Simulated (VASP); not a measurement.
Crystal: HfIn4SiO6.

```
Hf In Si O
1.0
     2.71603   -4.70332    0.00448
     2.71603    4.70332    0.00448
    -1.86309    0.00000    7.40415
Hf In Si O
1 4 1 6
Direct
  0.20480 0.79520 0.00000
  0.37139 0.62861 0.50000
  0.53812 0.46188 0.00000
  0.03500 0.96500 0.50000
  0.70907 0.29093 0.50000
  0.87146 0.12854 0.00000
  0.10741 0.06918 0.86667
  0.93082 0.89259 0.13333
  0.83975 0.37820 0.86669
  0.62180 0.16025 0.13331
  0.19813 0.46891 0.13338
  0.53109 0.80187 0.86662
```

| Property | Result |
| --- | --- |
| Program | VASP 6.6.1 |
| Task | relaxation of cell and atoms |
| Functional | BLYP |
| Potentials or basis | VASP PAW PBE potentials, release 64 (Hf_pv, In_d, Si, O) |
| Cutoff | 600 eV |
| k mesh | 4 × 4 × 3 |
| Occupations | fermi-dirac, width 0.05 eV |
| Spin | no spin polarisation |

At the start: pressure 3.6 GPa; volume 15.77 Å³/atom.

**Question.** How do energy, volume and symmetry change on relaxing?

**Answer.** Over 12 steps the energy falls by 6.9 meV/atom and the volume is 16.44 Å³/atom (+4.2 %); space group C2 (No. 5, to 0.1 Å) before and after.

The path:
```tsv
step	energy change (eV)	largest force (eV/Å)	pressure (GPa)	volume (Å³)
1	0.0000	0.1881	3.57	189.25
2	-0.0312	0.4312	-2.32	199.04
3	-0.0643	0.2549	-0.01	194.85
4	-0.0766	0.0840	0.04	195.66
5	-0.0785	0.0510	0.07	196.09
6	-0.0810	0.0352	0.06	196.42
7	-0.0820	0.0379	0.05	196.69
8	-0.0820	0.0426	0.05	196.79
9	-0.0826	0.0212	0.00	197.07
10	-0.0827	0.0112	-0.03	197.20
11	-0.0826	0.0138	-0.08	197.47
12	-0.0827	0.0066	-0.05	197.28
```

Final structure:
```yaml
crystal:
  lattice:
    - [2.74352, -4.75214, 0.00595]
    - [2.74352, 4.75214, 0.00595]
    - [-1.87822, 0.00000, 7.56176]
  atoms:
    - { symbol: Hf, position: [0.20485, 0.79515, 0.00000] }
    - { symbol: In, position: [0.37203, 0.62797, 0.50000] }
    - { symbol: In, position: [0.53821, 0.46179, 0.00000] }
    - { symbol: In, position: [0.03525, 0.96475, 0.50000] }
    - { symbol: In, position: [0.70808, 0.29192, 0.50000] }
    - { symbol: Si, position: [0.87152, 0.12848, 0.00000] }
    - { symbol: O, position: [0.10735, 0.06751, 0.86877] }
    - { symbol: O, position: [0.93249, 0.89265, 0.13123] }
    - { symbol: O, position: [0.84342, 0.38084, 0.86886] }
    - { symbol: O, position: [0.61916, 0.15658, 0.13114] }
    - { symbol: O, position: [0.19663, 0.47015, 0.13130] }
    - { symbol: O, position: [0.52985, 0.80337, 0.86870] }
```

Caveat: the PAW data sets were made with another functional, which shifts forces and pressure a little.
